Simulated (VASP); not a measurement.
Crystal: Rh.

```
Rh
1.0
     2.04535   -3.46649    0.00000
     2.04535    3.46649    0.00000
     0.00000    0.00000    4.09614
Rh
4
Direct
  0.15250 0.84750 0.07850
  0.65250 0.34750 0.42150
  0.84750 0.15250 0.92150
  0.34750 0.65250 0.57850
```

- Program: VASP 6.6.1
- Task: relaxation of cell and atoms
- Functional: PBEsol
- Potentials or basis: VASP PAW PBE potentials, release 64 (Rh_pv)
- Cutoff: 600 eV
- k mesh: 6 × 6 × 4
- Occupations: gaussian, width 0.1 eV
- Spin: no spin polarisation

At the start: pressure 32.2 GPa; volume 14.52 Å³/atom.

Task: Where does the relaxation end?

Result: Over 34 steps the energy falls by 479.3 meV/atom and the volume is 14.86 Å³/atom (+2.4 %); space group Cmce (No. 64, to 0.1 Å) before, I4/mmm (No. 139, to 0.1 Å).

The path:
```
step  energy change (eV)  largest force (eV/Å)  pressure (GPa)  volume (Å³)
   1              0.0000                0.8125           32.23        58.08
   2              1.8431                0.2550          -28.84        86.11
   3             -0.6973                0.4538           -3.65        66.16
   4             -0.7062                0.4601           -1.53        65.43
   5             -0.7067                0.4614           -0.74        65.20
   6             -0.7678                0.4210           -0.23        64.91
   7             -0.7923                0.3817            0.68        64.58
   8             -0.8435                0.2937           -1.70        65.06
   9             -0.9532                0.2705           -8.41        66.50
  10             -0.9774                0.4694          -19.46        69.29
  11             -1.0157                0.3677          -13.73        67.69
  12             -1.0201                0.3668          -13.79        67.70
  13             -1.0331                0.3614          -13.99        67.70
  14             -1.0582                0.3496          -14.43        67.70
  15             -1.1058                0.3354          -15.21        67.70
  16             -1.1828                0.2954          -16.63        67.67
  17             -1.1668                0.5156          -17.51        67.57
  18             -1.2068                0.2991          -17.24        67.65
  19             -1.2726                0.2824          -16.12        67.05
  20             -1.4354                0.3589          -12.28        65.28
  21             -1.5621                0.9755           -1.71        61.82
  22             -1.5639                0.8642           -3.52        62.31
  23             -1.5875                0.8306           -3.23        62.15
  24             -1.6543                0.7314           -2.51        61.68
  25             -1.7667                0.5073           -0.63        60.74
  26             -1.8608                0.3386            4.36        58.86
  27             -1.8991                0.2782            1.33        59.32
  28             -1.9016                0.3035            0.27        59.49
  29             -1.9084                0.2143            0.19        59.51
  30             -1.9154                0.1465            0.03        59.55
  31             -1.9167                0.0687           -0.20        59.56
  32             -1.9171                0.0167           -0.38        59.58
  33             -1.9173                0.0169            0.25        59.42
  34             -1.9173                0.0174            0.07        59.45
```

Final structure:
```xyz
4
Lattice="1.8908 -4.1905 0.0000 1.8908 4.1905 0.0000 0.0000 0.0000 3.7518" Properties=species:S:1:pos:R:3 pbc="T T T"
Rh    1.8908    2.9891    3.7506
Rh    1.8908   -1.2014    1.8771
Rh    1.8908   -2.9891    0.0012
Rh    1.8908    1.2014    1.8747
```

Caveat: the k points lie up to 0.42 Å⁻¹ apart in the final cell, too coarse for converged energies and pressures of a metal; the PAW data sets were made with another functional, which shifts forces and pressure a little.
